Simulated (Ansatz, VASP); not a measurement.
# Two plane-wave programs on Sc5AlN6

```
CELL_PARAMETERS angstrom
3.14712 0.00000 0.00000
-1.57356 2.72549 0.00000
0.00000 0.00000 15.36178
ATOMIC_POSITIONS crystal
Sc 0.33333 0.66667 0.82948
Sc 0.66667 0.33333 0.65874
Sc 0.33333 0.66667 0.34126
Sc 0.66667 0.33333 0.17052
Sc 0.00000 0.00000 0.00000
Al 0.00000 0.00000 0.50000
N 0.00000 0.00000 0.74416
N 0.33333 0.66667 0.57368
N 0.66667 0.33333 0.42632
N 0.00000 0.00000 0.25584
N 0.33333 0.66667 0.08527
N 0.66667 0.33333 0.91473
```

Alike in both runs: task single point; functional PBE; k mesh 6 × 6 × 1; occupations gaussian, width 0.1 eV; no spin polarisation.

|  | VASP | Ansatz |
| --- | --- | --- |
| version | VASP 6.6.1 | Ansatz 0.2.0 |
| potentials or method | VASP PAW PBE potentials, release 64 (Sc_sv, Al, N), cutoff 520 eV | scalar-relativistic, plane waves, PAW |
| valence electrons in the cell | 88 | 88 |

|  | VASP | Ansatz | Ansatz less VASP |
| --- | --- | --- | --- |
| gap on the k mesh at the Fermi level (eV) | 0.12 | 0.15 | +0.022 |
| least direct gap on the mesh (eV) | 1.19 | 1.21 | +0.019 |
| pressure (GPa) | 0.9 | 0.1 | -0.82 |
| traceless stress, the component that is largest in VASP (GPa) | -0.22 | -0.22 | -0.008 |
| rms of the force components (eV/Å) | 0.019 | 0.006 | -0.0135 |

Atom by atom the forces differ by 0.016 eV/Å (rms over components).
